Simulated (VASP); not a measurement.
# DyC3 (C2) in VASP: single point with PBE

Aim: the single point of DyC3 with PBE.

All numbers are computed with VASP 6.6.1; they aren't measurements. Logs are shortened: lines on timing, memory, paths and dates and some standing lists are left out, and cuts for length are marked.

### Step 1. The cell of the first run

It takes space group C2 (No. 5, monoclinic). The conventional cell has a = 4.980 Å, b = 5.284 Å, c = 3.833 Å, α = 90.00°, β = 110.98°, γ = 90.00°. Dy (site symmetry 2) has 16 C at 2.49 to 3.37 Å within 3.4 Å. C (site symmetry 2) has 2 C at 1.42 Å within 1.9 Å. Within 1.8 Å of C (site symmetry 1) lie 2 C at 1.37 to 1.42 Å.

### Step 2. Single point, PBE

Contents of INCAR:

```
SYSTEM = DyC3
PREC = Accurate
ENCUT = 600
EDIFF = 1E-6
ISMEAR = 0
SIGMA = 0.2
LREAL = .FALSE.
LASPH = .TRUE.
NELM = 200
ALGO = Normal
ISIF = 2
LWAVE = .FALSE.
LCHARG = .FALSE.
GGA = PE
NBANDS = 31
GGA_COMPAT = .FALSE.
LMAXMIX = 6
```

Contents of KPOINTS:

```
regular mesh
0
G
  6 6 4
  0 0 0
```

Contents of POSCAR:

```
DyC3
1.0
   -2.4902296793      2.6421315124      0.0049641391
   -2.4902296793     -2.6421315124      0.0049641391
    2.2505258119      0.0000000000      7.1531571308
Dy C
2 6
Direct
    0.1972783164      0.8027216836      0.0000000000
    0.6972783164      0.3027216836      0.5000000000
    0.6700972726      0.3299027274      0.0000000000
    0.1700972726      0.8299027274      0.5000000000
    0.9173784642      0.3444638133      0.1755513096
    0.4173784642      0.8444638133      0.6755513096
    0.1555361867      0.5826215358      0.3244486904
    0.6555361867      0.0826215358      0.8244486904
```

Potentials or basis: VASP PAW PBE potentials, release 64 (Dy_3, C), 4f in core.

The run is started by

```bash
cat potpaw_PBE.64/Dy_3/POTCAR potpaw_PBE.64/C/POTCAR > POTCAR
mpirun -np 1 vasp_std > vasp.out
```

OUTCAR:

```text
SYSTEM = DyC3
   PREC = Accurate
   ENCUT = 600
   EDIFF = 1E-6
   ISMEAR = 0
   LREAL = .FALSE.
   LASPH = .TRUE.
   NELM = 200
   ISIF = 2
   GGA = PE

 ion  position               nearest neighbor table
   1  0.197  0.803  0.000-   3 2.49   3 2.49   3 2.50   5 2.52   8 2.52   5 2.60   8 2.60   7 2.74
                             6 2.74   3 2.79
   2  0.697  0.303  0.500-   4 2.49   4 2.49   4 2.50   6 2.52   7 2.52   6 2.60   7 2.60   5 2.74
                             8 2.74   4 2.79
   3  0.670  0.330  0.000-   5 1.42   8 1.42   1 2.49   1 2.49   1 2.50   1 2.79
   4  0.170  0.830  0.500-   6 1.42   7 1.42   2 2.49   2 2.49   2 2.50   2 2.79
   5  0.917  0.344  0.176-   7 1.37   3 1.42   1 2.52   1 2.60   2 2.74
   6  0.417  0.844  0.676-   8 1.37   4 1.42   2 2.52   2 2.60   1 2.74
   7  0.156  0.583  0.324-   5 1.37   4 1.42   2 2.52   2 2.60   1 2.74
   8  0.656  0.083  0.824-   6 1.37   3 1.42   1 2.52   1 2.60   2 2.74

  LATTYP: Found a base centered monoclinic cell.
 ALAT       =     4.9804692543
 B/A-ratio  =     1.0609970175
 C/A-ratio  =     1.5056482467
 COS(beta)  =    -0.2982145885

  Lattice vectors:

 A1 = (  -2.4902296793,   2.6421315124,   0.0049641391)
 A2 = (  -2.4902296793,  -2.6421315124,   0.0049641391)
 A3 = (   2.2505258119,   0.0000000000,   7.1531571308)

Analysis of symmetry for initial positions (statically):
=====================================================================
 Subroutine PRICEL returns following result:

  LATTYP: Found a base centered monoclinic cell.
 ALAT       =     4.9804692543
 B/A-ratio  =     1.0609970175
 C/A-ratio  =     0.7695719749
 COS(beta)  =    -0.3579871316

  Lattice vectors:

 A1 = (   2.4902296793,  -2.6421315124,  -0.0049641391)
 A2 = (   2.4902296793,   2.6421315124,  -0.0049641391)
 A3 = (  -1.3649667734,   0.0000000000,   3.5815427045)

   2 primitive cells build up your supercell.

 Routine SETGRP: Setting up the symmetry group for a
 base centered monoclinic supercell.

 Subroutine GETGRP returns: Found  2 space group operations
 (whereof  2 operations were pure point group operations)
 out of a pool of  4 trial point group operations.

The static configuration has the point symmetry C_2 .

Analysis of symmetry for dynamics (positions and initial velocities):
=====================================================================
 Subroutine PRICEL returns following result:

  LATTYP: Found a base centered monoclinic cell.
 ALAT       =     4.9804692543
 B/A-ratio  =     1.0609970175
 C/A-ratio  =     0.7695719749
 COS(beta)  =    -0.3579871316

  Lattice vectors:

 A1 = (   2.4902296793,  -2.6421315124,  -0.0049641391)
 A2 = (   2.4902296793,   2.6421315124,  -0.0049641391)
 A3 = (  -1.3649667734,   0.0000000000,   3.5815427045)

   2 primitive cells build up your supercell.

 Routine SETGRP: Setting up the symmetry group for a
 base centered monoclinic supercell.

 Subroutine GETGRP returns: Found  2 space group operations
 (whereof  2 operations were pure point group operations)
 out of a pool of  4 trial point group operations.

The dynamic configuration has the point symmetry C_2 .

 Subroutine INISYM returns: Found  2 space group operations
 (whereof  2 operations are pure point group operations),
 and found     2 'primitive' translations

----------------------------------------------------------------------------------------

                                     Primitive cell

  volume of cell :      47.0938

  direct lattice vectors                    reciprocal lattice vectors
     2.490229679 -2.642131512 -0.004964139     0.200937349 -0.189241148  0.076579516
     2.490229679  2.642131512 -0.004964139     0.200937349  0.189241148  0.076579516
    -1.364966773  0.000000000  3.581542705     0.000557012  0.000000000  0.279421575

  length of vectors
     3.630719960  3.630719960  3.832829560     0.286447993  0.286447993  0.279422130

  position of ions in fractional coordinates (direct lattice)
     0.802721684  0.197278316  1.000000000
     0.329902727  0.670097273  1.000000000
     0.258172845  0.831087496  0.351102619
     0.168912504  0.741827155  0.648897381

  ion indices of the primitive-cell ions
   primitive index   ion index
                 1           1
                 2           4
                 3           6
                 4           7

----------------------------------------------------------------------------------------

 KPOINTS: regular mesh

Automatic generation of k-mesh.
 Grid dimensions read from file:
 generate k-points for:    6    6    4

 Generating k-lattice:

  Cartesian coordinates                     Fractional coordinates (reciprocal lattice)
    -0.033443141  0.031540191  0.010521879     0.166666667 -0.000000000 -0.000000000
    -0.033443141 -0.031540191  0.010521879    -0.000000000  0.166666667 -0.000000000
     0.000069626  0.000000000  0.034927697     0.000000000  0.000000000  0.250000000

  Length of vectors
     0.047158639  0.047158639  0.034927766

  Shift w.r.t. Gamma in fractional coordinates (k-lattice)
     0.000000000  0.000000000  0.000000000

 Subroutine IBZKPT returns following result:
 ===========================================

 Found     47 irreducible k-points:

 Following reciprocal coordinates:
            Coordinates               Weight
  0.000000  0.000000  0.000000      1.000000
  0.166667  0.000000  0.000000      4.000000
  0.333333  0.000000  0.000000      4.000000
  0.500000  0.000000  0.000000      2.000000
  0.166667  0.166667  0.000000      2.000000
  0.333333  0.166667  0.000000      4.000000
[... 16 lines left out ...]
 -0.333333  0.166667  0.250000      4.000000
 -0.166667  0.166667  0.250000      4.000000
 [... further k-points ...]
   k-points           NKPTS =     47   k-points in BZ     NKDIM =     47   number of bands    NBANDS=     31
   number of dos      NEDOS =    301   number of ions     NIONS =      8
   total plane-waves  NPLWV =  54000
   dimension x,y,z NGX =    30 NGY =   30 NGZ =   60
   dimension x,y,z NGXF=    60 NGYF=   60 NGZF=  120
   ions per type =               2   6
   NGX,Y,Z   is equivalent  to a cutoff of  13.74, 13.74, 13.30 a.u.
   NGXF,Y,Z  is equivalent  to a cutoff of  27.47, 27.47, 26.60 a.u.
 SYSTEM =  DyC3
   PREC   = accura    normal or accurate (medium, high low for compatibility)
   ISTART =      0    job   : 0-new  1-cont  2-samecut
   ICHARG =      2    charge: 1-file 2-atom 10-const
   ISPIN  =      1    spin polarized calculation?
   LNONCOLLINEAR =      F non collinear calculations
   LSORBIT =      F    spin-orbit coupling
   LASPH  =      T    aspherical Exc in radial PAW
   ENCUT  =  600.0 eV  44.10 Ry    6.64 a.u.   7.25  7.25 14.98*2*pi/ulx,y,z
   NELM   =    200;   NELMIN=  2; NELMDL= -5     # of ELM steps
   EDIFF  = 0.1E-05   stopping-criterion for ELM
   LREAL  =      F    real-space projection
   EDIFFG = 0.1E-04   stopping-criterion for IOM
   NSW    =      0    number of steps for IOM
   IBRION =     -1    ionic relax: 0-MD 1-quasi-New 2-CG
   NFREE  =      0    steps in history (QN), initial steepest desc. (CG)
   ISIF   =      2    stress and relaxation
   ISYM   =      2    0-nonsym 1-usesym 2-fastsym
   POTIM  = 0.5000    time-step for ionic-motion
   TEBEG  =    0.0;   TEEND  =   0.0 temperature during run
   PSTRESS=    0.0 pullay stress
   NELECT =      42.0000    total number of electrons
   NUPDOWN=      -1.0000    fix difference up-down
   EMIN   =  10.00;   EMAX   =-10.00  energy-range for DOS
   EFERMI =   0.00;   METHOD = LEGACY
   ISMEAR =     0;   SIGMA  =   0.20  broadening in eV -4-tet -1-fermi 0-gaus
   EFERMI_NEDOS =   21; number of points for ismear=-14 and -15
   IALGO  =     38    algorithm
   IMIX   =      4    mixing-type and parameters
     AMIX     =   0.40;   BMIX     =  1.00
     AMIX_MAG =   1.60;   BMIX_MAG =  1.00
  volume/ion in A,a.u.               =      11.77        79.45
  Fermi-wavevector in a.u.,A,eV,Ry     =   1.250720  2.363517 21.283588  1.564300
  Thomas-Fermi vector in A             =   2.384701
   LORBIT       =      0    0 simple, 1 ext, 2 COOP (PROOUT), +10 PAW based schemes
   GGA     = PE    functional components
   LHFCALC =     F    Hartree Fock is set to
   AEXX    =    0.0000 exact exchange contribution
   IVDW    =     0    specifies the selected vdW correction
   LEPSILON=     F    determine dielectric tensor
   LRPA    =     F    only Hartree local field effects (RPA)
 non-spin polarized calculation
 Gauss-broadening in eV      SIGMA  =   0.20
  energy-cutoff  :      600.00
  volume of cell :       94.19
 maximum number of plane-waves:      3166
 NGX is ok and might be reduce to    30
   NGX = 15   NGY = 15   NGZ = 29

 number of electron      41.9999999 magnetization

 Free energy of the ion-electron system (eV)
  ---------------------------------------------------
  ext. energy  EPLUGINS =         0.00000000
  ---------------------------------------------------
  free energy    TOTEN  =       -62.82567933 eV

  energy without entropy =      -62.77912953  energy(sigma->0) =      -62.80240443

 E-fermi :   5.8582     XC(G=0): -11.1754

 val. band max:        5.8408488629   @ k =   0.1667   0.0000   0.5000
 cond. band min:       5.8643605550   @ k =   0.1667   0.0000   0.0000
 fundamental gap:      0.0235116921
 Fermi energy:         5.8582212832

 k-point     1 :       0.0000    0.0000    0.0000
  band No.  band energies     occupation
      1     -17.8156      2.00000
      2     -17.6084      2.00000
      3     -17.5695      2.00000
      4     -17.4859      2.00000
      5     -17.4548      2.00000
      6     -17.4524      2.00000
[... 23 lines left out ...]
     30      10.4370      0.00000
     31      11.0319      0.00000

 k-point     2 :       0.1667    0.0000    0.0000
  band No.  band energies     occupation
      1     -17.7896      2.00000
      2     -17.6862      2.00000
      3     -17.6587      2.00000
      4     -17.5304      2.00000
      5     -17.4729      2.00000
      6     -17.4627      2.00000
[... 23 lines left out ...]
     30      10.5890      0.00000
     31      11.0239      0.00000

 k-point     3 :       0.3333    0.0000    0.0000
  band No.  band energies     occupation
      1     -17.9272      2.00000
      2     -17.9259      2.00000
      3     -17.6817      2.00000
      4     -17.5551      2.00000
      5     -17.4520      2.00000
      6     -17.4448      2.00000
[... 23 lines left out ...]
     30      10.4506      0.00000
     31      11.0548      0.00000

 k-point     4 :       0.5000    0.0000    0.0000
  band No.  band energies     occupation
      1     -18.0435      2.00000
      2     -18.0435      2.00000
      3     -17.6023      2.00000
      4     -17.6023      2.00000
      5     -17.4352      2.00000
      6     -17.4352      2.00000
[... 23 lines left out ...]
     30       9.9893      0.00000
     31      11.3129      0.00000

 k-point     5 :       0.1667    0.1667    0.0000
  band No.  band energies     occupation
      1     -17.7814      2.00000
      2     -17.7392      2.00000
      3     -17.6695      2.00000
      4     -17.5461      2.00000
      5     -17.5432      2.00000
      6     -17.5339      2.00000
[... 23 lines left out ...]
     30      10.6911      0.00000
     31      11.1580      0.00000
[... 542 lines left out ...]
     30      10.5700      0.00000
     31      11.0661      0.00000

 k-point    22 :       0.5000    0.1667    0.2500
  band No.  band energies     occupation
      1     -18.0365      2.00000
      2     -17.9675      2.00000
      3     -17.6565      2.00000
      4     -17.5655      2.00000
      5     -17.5340      2.00000
      6     -17.4902      2.00000
[... 23 lines left out ...]
     30      10.7420      0.00000
     31      11.3306      0.00000

 k-point    23 :      -0.3333    0.1667    0.2500
  band No.  band energies     occupation
      1     -17.9051      2.00000
      2     -17.8439      2.00000
      3     -17.6970      2.00000
      4     -17.5715      2.00000
      5     -17.5589      2.00000
      6     -17.4960      2.00000
[... 23 lines left out ...]
     30      10.8025      0.00000
     31      11.3529      0.00000

 k-point    24 :      -0.1667    0.1667    0.2500
  band No.  band energies     occupation
      1     -17.7469      2.00000
      2     -17.6744      2.00000
      3     -17.6353      2.00000
      4     -17.5959      2.00000
      5     -17.5725      2.00000
      6     -17.5238      2.00000
[... 23 lines left out ...]
     30      10.1235      0.00000
     31      11.2367      0.00000

 [... further k-points ...]
[... 5 lines left out ...]
  --------------------------------------------------------------------------------------
  -------------------------------------------------------------------------------------
  Total        0.2326197      0.2331192     -0.0058028      0.0000000      0.0000000      0.0849752
  in kB        3.9569745      3.9654713     -0.0987084      0.0000000      0.0000000      1.4454698
  external PRESSURE =       2.6079125 kB  Pullay stress =       0.0000000 kB

 VOLUME and BASIS-vectors are now :
 -----------------------------------------------------------------------------
  energy-cutoff  :      600.00
  volume of cell :       94.19
      direct lattice vectors                 reciprocal lattice vectors
    -2.490229679  2.642131512  0.004964139    -0.200658844  0.189241148  0.063131272
    -2.490229679 -2.642131512  0.004964139    -0.200658844 -0.189241148  0.063131272
     2.250525812  0.000000000  7.153157131     0.000278506  0.000000000  0.139710787

 POSITION                                       TOTAL-FORCE (eV/Angst)
 -----------------------------------------------------------------------------------
     -2.49023     -1.59966      0.00496         0.000000      0.008147     -0.000000
     -1.36497      1.04247      3.58154        -0.000000      0.008147     -0.000000
     -2.49023      0.89884      0.00496         0.000000      0.023308     -0.000000
     -1.36497     -1.74329      3.58154        -0.000000      0.023308     -0.000000
     -2.74719      1.51372      1.26201         0.037679     -0.015728     -0.012184
     -1.62193     -1.12842      4.83859         0.037679     -0.015728     -0.012184
     -1.10800     -1.12842      2.32450        -0.037679     -0.015728      0.012184
      0.01726      1.51372      5.90108        -0.037679     -0.015728      0.012184
 -----------------------------------------------------------------------------------
    total drift:                                0.000000     -0.000248     -0.000000

  FREE ENERGIE OF THE ION-ELECTRON SYSTEM (eV)
  ---------------------------------------------------
  free  energy   TOTEN  =       -62.8256793343 eV

  energy  without entropy=      -62.7791295297  energy(sigma->0) =      -62.80240443
```

Run time: 69 s. Hardware: 1 thread of Intel Xeon 6975P-C (Granite Rapids), shared host; peak memory 0.3 GiB.

Results:

- Free energy: -62.8257 eV
- Pressure: 0.3 GPa
- Largest force: 0.043 eV/Å
- Band gap on the k mesh: zero (bands 21 and 22 overlap by 2.26 eV)

Forces in eV/Å, atoms in the order of the input:
```
Dy   0.000  0.008  0.000
Dy   0.000  0.008  0.000
C    0.000  0.023  0.000
C    0.000  0.023  0.000
C    0.038 -0.016 -0.012
C    0.038 -0.016 -0.012
C   -0.038 -0.016  0.012
C   -0.038 -0.016  0.012
```

Levels at points of the mesh, in eV from the Fermi level:
```tsv
k point	band 18	band 19	band 20	band 21	band 22	band 23	band 24	band 25
(0.00, 0.00, 0.00)	-3.10	-2.81	-1.62	-1.51	-1.04	-0.38	0.27	2.50
(0.50, 0.00, 0.00)	-3.51	-2.92	-2.92	1.19	1.19	2.51	2.51	3.19
(0.50, 0.50, 0.00)	-3.71	-2.09	-1.18	-0.83	0.71	1.87	3.22	3.57
(0.00, 0.00, 0.50)	-3.18	-2.48	-2.48	-1.07	-1.07	-0.16	-0.16	1.79
(0.50, 0.00, 0.50)	-3.50	-1.69	-1.28	-0.38	0.65	1.81	1.88	3.31
(0.50, 0.50, 0.50)	-3.53	-2.72	-2.72	0.33	0.33	1.85	1.85	4.05
```

Caveat: spin-orbit coupling is left out, which moves the levels of the heavy elements; the 4f electrons are frozen in the core, so they carry no moment and show no levels. Spin polarisation is off, so any magnetic state and its effect on volume and gap are missing.

The gap in the log of VASP goes by the Fermi energy; the results here count the filled bands.